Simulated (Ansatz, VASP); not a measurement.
BPH6 in VASP and in Ansatz

File INCAR:

```
PREC     = Accurate       # precision mode
ENCUT    = 520            # plane-wave cutoff, eV
EDIFF    = 1E-6           # SCF threshold, eV
ISMEAR   = 0              # smearing method
SIGMA    = 0.05           # smearing width, eV
LREAL    = False          # projectors in reciprocal space
LASPH    = True           # aspherical terms in the spheres
NELM     = 60             # most SCF steps
ALGO     = Normal         # electronic algorithm
ISIF     = 2              # what is computed and relaxed
LWAVE    = False          # write WAVECAR
LCHARG   = False          # write CHGCAR
GGA      = PE             # functional
IBRION   = 2              # ionic algorithm
NSW      = 60             # ionic steps
EDIFFG   = -0.03          # ionic threshold
```

KPOINTS

```
Automatic mesh
0
Gamma
  1 1 1
```

File POSCAR:

```
BPH6
1.0
   10.6000000000      0.0000000000      0.0000000000
    0.0000000000     10.9000000000      0.0000000000
    0.0000000000      0.0000000000     11.2000000000
B P H
1 1 6
Direct
    0.5598993645      0.5582507581      0.5566904699
    0.4526280470      0.4539318623      0.4551658302
    0.6247151022      0.6212825765      0.4953470038
    0.6247151022      0.4952189397      0.6180339360
    0.4950836267      0.6212825765      0.6180339360
    0.5299711963      0.3787174235      0.3819660640
    0.3752848978      0.5291463010      0.3819660640
    0.3752848978      0.3787174235      0.5283655965
```

Input for Ansatz:

```yaml
crystal:
  lattice:
    - [10.6, 0.0, 0.0]
    - [0.0, 10.9, 0.0]
    - [0.0, 0.0, 11.2]
  atoms:
    - { symbol: B, position: [0.5598993645, 0.5582507581, 0.5566904699] }
    - { symbol: P, position: [0.452628047, 0.4539318623, 0.4551658302] }
    - { symbol: H, position: [0.6247151022, 0.6212825765, 0.4953470038] }
    - { symbol: H, position: [0.6247151022, 0.4952189397, 0.618033936] }
    - { symbol: H, position: [0.4950836267, 0.6212825765, 0.618033936] }
    - { symbol: H, position: [0.5299711963, 0.3787174235, 0.381966064] }
    - { symbol: H, position: [0.3752848978, 0.529146301, 0.381966064] }
    - { symbol: H, position: [0.3752848978, 0.3787174235, 0.5283655965] }
basis:
  ecutwfc: 420
kpoints:
  mp_grid: { grid: [1, 1, 1] }
hamiltonian:
  xc: pbe
scf:
  occupations: { method: gaussian, width: 0.05 }
output:
  forces: true
  eigenvalues: true
  populations: true
  write_density: true
  write_potential: true
  elf: true
  volumetric_format: npy
relax:
  adjacent_minimum: "off"
  f_tol: 0.03
  max_steps: 40
```

Alike in both runs: task relaxation of the atoms; functional PBE; k mesh 1 × 1 × 1; occupations gaussian, width 0.05 eV; no spin polarisation.

|  | VASP | Ansatz |
| --- | --- | --- |
| version | VASP 6.6.1 | Ansatz 0.2.0 |
| potentials or method | VASP PAW PBE potentials, release 64 (B, P, H), cutoff 520 eV | scalar-relativistic, plane waves, PAW |
| valence electrons in the cell | 14 | 14 |

|  | VASP | Ansatz | Ansatz less VASP |
| --- | --- | --- | --- |
| gap on the k mesh at the Fermi level, each at its own relaxed structure (eV) | 6.26 | 6.26 | -0.004 |

Ansatz's warnings: xc potential rough in thin density.
